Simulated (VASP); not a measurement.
# Al (P6_3/mmc) in VASP: notebook, part 2 of 3

VASP 6.6.1. Earlier steps stand in the parts before.

## Step 3: Relaxation of cell and atoms, PBEsol

This run uses another cell than the first one, of 15.90 Å³/atom, 0.980 times its volume.

File INCAR:

```
PREC     = Accurate       # precision mode
ENCUT    = 600            # plane-wave cutoff, eV
EDIFF    = 1E-6           # SCF threshold, eV
ISMEAR   = 1              # smearing method
SIGMA    = 0.1            # smearing width, eV
LREAL    = False          # projectors in reciprocal space
LASPH    = True           # aspherical terms in the spheres
NELM     = 60             # most SCF steps
ALGO     = Normal         # electronic algorithm
ISIF     = 3              # what is computed and relaxed
LWAVE    = False          # write WAVECAR
LCHARG   = False          # write CHGCAR
GGA      = PS             # functional
IBRION   = 2              # ionic algorithm
NSW      = 80             # ionic steps
EDIFFG   = -0.01          # ionic threshold
```

File KPOINTS:

```
Automatic mesh
0
Gamma
  9 9 3
```

File POSCAR:

```
Al
1.0
    2.8270770000      0.0000000000      0.0000000000
   -1.4135390000      2.4483210000      0.0000000000
    0.0000000000      0.0000000000      9.1859930000
Al
4
Direct
    0.0000000000      0.0000000000      0.0000000000
    0.3333333333      0.6666666667      0.2500000000
    0.0000000000      0.0000000000      0.5000000000
    0.6666666667      0.3333333333      0.7500000000
```

Potentials or basis: VASP PAW PBE potentials, release 64 (Al).

On the command line:

```sh
> cat potpaw_PBE.64/Al/POTCAR > POTCAR
> mpirun -np 1 vasp_std > vasp.out
```

OUTCAR:

```text
PREC = Accurate
   ENCUT = 600
   EDIFF = 1E-6
   ISMEAR = 1
   LREAL = False
   LASPH = True
   NELM = 60
   ISIF = 3
   GGA = PS
   IBRION = 2
   NSW = 80
   EDIFFG = -0.01

 ion  position               nearest neighbor table
   1  0.000  0.000  0.000-   4 2.82   2 2.82   4 2.82   2 2.82   4 2.82   2 2.82
   2  0.333  0.667  0.250-   1 2.82   3 2.82   1 2.82   3 2.82   1 2.82   3 2.82
   3  0.000  0.000  0.500-   4 2.82   2 2.82   4 2.82   2 2.82   4 2.82   2 2.82
   4  0.667  0.333  0.750-   1 2.82   3 2.82   1 2.82   3 2.82   1 2.82   3 2.82

  LATTYP: Found a hexagonal cell.
 ALAT       =     2.8270770000
 C/A-ratio  =     3.2492899910

  Lattice vectors:

 A1 = (   2.8270770000,   0.0000000000,   0.0000000000)
 A2 = (  -1.4135390000,   2.4483210000,   0.0000000000)
 A3 = (   0.0000000000,   0.0000000000,   9.1859930000)

Analysis of symmetry for initial positions (statically):
=====================================================================
 Subroutine PRICEL returns:
 Original cell was already a primitive cell.

 Routine SETGRP: Setting up the symmetry group for a
 hexagonal supercell.

 Subroutine GETGRP returns: Found 24 space group operations
 (whereof 12 operations were pure point group operations)
 out of a pool of 24 trial point group operations.

The static configuration has the point symmetry D_3d.
 The point group associated with its full space group is D_6h.

Analysis of symmetry for dynamics (positions and initial velocities):
=====================================================================
 Subroutine PRICEL returns:
 Original cell was already a primitive cell.

 Routine SETGRP: Setting up the symmetry group for a
 hexagonal supercell.

 Subroutine GETGRP returns: Found 24 space group operations
 (whereof 12 operations were pure point group operations)
 out of a pool of 24 trial point group operations.

The dynamic configuration has the point symmetry D_3d.
 The point group associated with its full space group is D_6h.

 Subroutine INISYM returns: Found 24 space group operations
 (whereof 12 operations are pure point group operations),
 and found     1 'primitive' translations

----------------------------------------------------------------------------------------

                                     Primitive cell

  volume of cell :      63.5817

  direct lattice vectors                    reciprocal lattice vectors
     2.827077000  0.000000000  0.000000000     0.353722237  0.204221659  0.000000000
    -1.413539000  2.448321000  0.000000000     0.000000000  0.408443174  0.000000000
     0.000000000  0.000000000  9.185993000     0.000000000  0.000000000  0.108861394

  length of vectors
     2.827077000  2.827077683  9.185993000     0.408443273  0.408443174  0.108861394

  position of ions in fractional coordinates (direct lattice)
     0.000000000  0.000000000  0.000000000
     0.333333333  0.666666667  0.250000000
     0.000000000  0.000000000  0.500000000
     0.666666667  0.333333333  0.750000000

  ion indices of the primitive-cell ions
   primitive index   ion index
                 1           1
                 2           2
                 3           3
                 4           4

----------------------------------------------------------------------------------------

 KPOINTS: Automatic mesh

Automatic generation of k-mesh.
 Grid dimensions read from file:
 generate k-points for:    9    9    3

 Generating k-lattice:

  Cartesian coordinates                     Fractional coordinates (reciprocal lattice)
     0.039302471  0.022691295  0.000000000     0.111111111  0.000000000  0.000000000
     0.000000000  0.045382575  0.000000000     0.000000000  0.111111111  0.000000000
     0.000000000  0.000000000  0.036287131     0.000000000  0.000000000  0.333333333

  Length of vectors
     0.045382586  0.045382575  0.036287131

  Shift w.r.t. Gamma in fractional coordinates (k-lattice)
     0.000000000  0.000000000  0.000000000

 Subroutine IBZKPT returns following result:
 ===========================================

 Found     24 irreducible k-points:

 Following reciprocal coordinates:
            Coordinates               Weight
  0.000000  0.000000  0.000000      1.000000
  0.111111  0.000000  0.000000      6.000000
  0.222222  0.000000  0.000000      6.000000
  0.333333  0.000000  0.000000      6.000000
  0.444444  0.000000  0.000000      6.000000
  0.111111  0.111111  0.000000      6.000000
[... 16 lines left out ...]
  0.333333  0.222222  0.333333     24.000000
  0.333333  0.333333  0.333333      4.000000
   k-points           NKPTS =     24   k-points in BZ     NKDIM =     24   number of bands    NBANDS=     10
   number of dos      NEDOS =    301   number of ions     NIONS =      4
   total plane-waves  NPLWV =  46080
   dimension x,y,z NGX =    24 NGY =   24 NGZ =   80
   dimension x,y,z NGXF=    48 NGYF=   48 NGZF=  160
   ions per type =               4
   NGX,Y,Z   is equivalent  to a cutoff of  14.11, 14.11, 14.48 a.u.
   NGXF,Y,Z  is equivalent  to a cutoff of  28.23, 28.23, 28.96 a.u.
 SYSTEM =  unknown system
   PREC   = accura    normal or accurate (medium, high low for compatibility)
   ISTART =      0    job   : 0-new  1-cont  2-samecut
   ICHARG =      2    charge: 1-file 2-atom 10-const
   ISPIN  =      1    spin polarized calculation?
   LNONCOLLINEAR =      F non collinear calculations
   LSORBIT =      F    spin-orbit coupling
   LASPH  =      T    aspherical Exc in radial PAW
   ENCUT  =  600.0 eV  44.10 Ry    6.64 a.u.   5.65  5.65 18.35*2*pi/ulx,y,z
   NELM   =     60;   NELMIN=  2; NELMDL= -5     # of ELM steps
   EDIFF  = 0.1E-05   stopping-criterion for ELM
   LREAL  =      F    real-space projection
   EDIFFG = -.1E-01   stopping-criterion for IOM
   NSW    =     80    number of steps for IOM
   IBRION =      2    ionic relax: 0-MD 1-quasi-New 2-CG
   NFREE  =      1    steps in history (QN), initial steepest desc. (CG)
   ISIF   =      3    stress and relaxation
   ISYM   =      2    0-nonsym 1-usesym 2-fastsym
   POTIM  = 0.5000    time-step for ionic-motion
   TEBEG  =    0.0;   TEEND  =   0.0 temperature during run
   PSTRESS=    0.0 pullay stress
   NELECT =      12.0000    total number of electrons
   NUPDOWN=      -1.0000    fix difference up-down
   EMIN   =  10.00;   EMAX   =-10.00  energy-range for DOS
   EFERMI =   0.00;   METHOD = LEGACY
   ISMEAR =     1;   SIGMA  =   0.10  broadening in eV -4-tet -1-fermi 0-gaus
   EFERMI_NEDOS =   21; number of points for ismear=-14 and -15
   IALGO  =     38    algorithm
   IMIX   =      4    mixing-type and parameters
     AMIX     =   0.40;   BMIX     =  1.00
     AMIX_MAG =   1.60;   BMIX_MAG =  1.00
  volume/ion in A,a.u.               =      15.90       107.27
  Fermi-wavevector in a.u.,A,eV,Ry     =   0.939055  1.774557 11.997958  0.881825
  Thomas-Fermi vector in A             =   2.066329
   LORBIT       =      0    0 simple, 1 ext, 2 COOP (PROOUT), +10 PAW based schemes
   GGA     = PS    functional components
   LHFCALC =     F    Hartree Fock is set to
   AEXX    =    0.0000 exact exchange contribution
   IVDW    =     0    specifies the selected vdW correction
   LEPSILON=     F    determine dielectric tensor
   LRPA    =     F    only Hartree local field effects (RPA)
 conjugate gradient relaxation of ions
 non-spin polarized calculation
 Methfessel and Paxton  Order N= 1 SIGMA  =   0.10
  energy-cutoff  :      600.00
  volume of cell :       63.58
 maximum number of plane-waves:      2140
 NGX is ok and might be reduce to    24
   NGX = 11   NGY = 11   NGZ = 37

--------------------------------------- Ionic step        1  -------------------------------------------

 number of electron      12.0000000 magnetization

 Free energy of the ion-electron system (eV)
  ---------------------------------------------------
  ext. energy  EPLUGINS =         0.00000000
  ---------------------------------------------------
  free energy    TOTEN  =       -16.29029659 eV

  energy without entropy =      -16.28815315  energy(sigma->0) =      -16.28958211

------------------------ aborting loop because EDIFF is reached ----------------------------------------

  FORCE on cell =-STRESS in cart. coord.  units (eV):
  Direction    XX          YY          ZZ          XY          YZ          ZX
  --------------------------------------------------------------------------------------
  -------------------------------------------------------------------------------------
  Total        0.1306946      0.1306946      1.6279737     -0.0000000     -0.0000000      0.0000000
  in kB        3.2933356      3.2933370     41.0228530     -0.0000007     -0.0000000      0.0000000
  external PRESSURE =      15.8698419 kB  Pullay stress =       0.0000000 kB
[... 137 lines left out ...]
  energy  without entropy=      -16.3053367955  energy(sigma->0) =      -16.30749279

--------------------------------------- Ionic step        5  -------------------------------------------

 number of electron      12.0000000 magnetization

 Free energy of the ion-electron system (eV)
  ---------------------------------------------------
  ext. energy  EPLUGINS =         0.00000000
  ---------------------------------------------------
  free energy    TOTEN  =       -16.30908897 eV

  energy without entropy =      -16.30643852  energy(sigma->0) =      -16.30820549

 E-fermi :   8.0372     XC(G=0): -10.3177

 val. band max:        8.0020591007   @ k =   0.3333   0.0000   0.3333
 cond. band min:       8.0663669782   @ k =   0.3333   0.2222   0.3333
 fundamental gap:      0.0643078775
 Fermi energy:         8.0371860812

 k-point     1 :       0.0000    0.0000    0.0000
  band No.  band energies     occupation
      1      -3.1234      2.00000
      2      -1.4582      2.00000
      3      -1.4570      2.00000
      4       3.3646      2.00000
      5       3.4951      2.00000
      6      11.2414      0.00000
      7      11.2506      0.00000
      8      19.1896      0.00000
      9      19.1896      0.00000
     10      19.3325      0.00000
[... 328 lines left out ...]
  FREE ENERGIE OF THE ION-ELECTRON SYSTEM (eV)
  ---------------------------------------------------
  free  energy   TOTEN  =       -16.3090889685 eV

  energy  without entropy=      -16.3064385243  energy(sigma->0) =      -16.30820549

 reached required accuracy - stopping structural energy minimisation
```

Wall time 17 s (1 thread of Intel Xeon 6975P-C (Granite Rapids), shared host); peak memory 0.2 GiB.

Results:

```
Free energy                            : -16.3091 eV
Relaxed volume                         : 16.23 Å³/atom
Relaxed cell                           : a = 2.824 Å, b = 2.824 Å, c = 9.397 Å, α = 90.00°, β = 90.00°, γ = 120.00°
Space group after relaxing (to 0.05 Å) : P6_3/mmc (No. 194)
Energy gained by relaxing              : 4.7 meV/atom
Ionic steps                            : 5
Pressure after relaxing                : 0.0 GPa
Band gap on the k mesh                 : zero (band 6 reaches 11.84 eV, above the bottom of band 7 at 6.82 eV)
```

Stress tensor (GPa, compression positive):
```
 0.10  0.00  0.00
 0.00  0.10  0.00
 0.00  0.00 -0.07
```

The path:
```
step  energy change (eV)  largest force (eV/Å)  pressure (GPa)  volume (Å³)
   1              0.0000                0.0000            1.59        63.58
   2             -0.0181                0.0000           -0.13        65.03
   3             -0.0183                0.0000           -0.36        65.23
   4             -0.0183                0.0000           -0.33        65.19
   5             -0.0188                0.0000            0.04        64.92
```

Final structure:
```cif
data_structure
_symmetry_space_group_name_H-M 'P 1'
_symmetry_Int_Tables_number 1
_cell_length_a 2.8244
_cell_length_b 2.8244
_cell_length_c 9.3972
_cell_angle_alpha 90.000
_cell_angle_beta 90.000
_cell_angle_gamma 120.000
_cell_volume 64.92
loop_
_atom_site_label
_atom_site_type_symbol
_atom_site_fract_x
_atom_site_fract_y
_atom_site_fract_z
_atom_site_occupancy
Al1 Al 0.00000 0.00000 0.00000 1
Al2 Al 0.33333 0.66667 0.25000 1
Al3 Al 0.00000 0.00000 0.50000 1
Al4 Al 0.66667 0.33333 0.75000 1
```

Levels at points of the mesh, in eV from the Fermi level:
| k point | band 2 | band 3 | band 4 | band 5 | band 6 | band 7 | band 8 | band 9 |
| --- | --- | --- | --- | --- | --- | --- | --- | --- |
| (0.00, 0.00, 0.00) | -9.50 | -9.49 | -4.67 | -4.54 | 3.20 | 3.21 | 11.15 | 11.15 |

Caveat: the PAW data sets were made with another functional, which shifts forces and pressure a little.

(Part 2 of 3 ends here.)
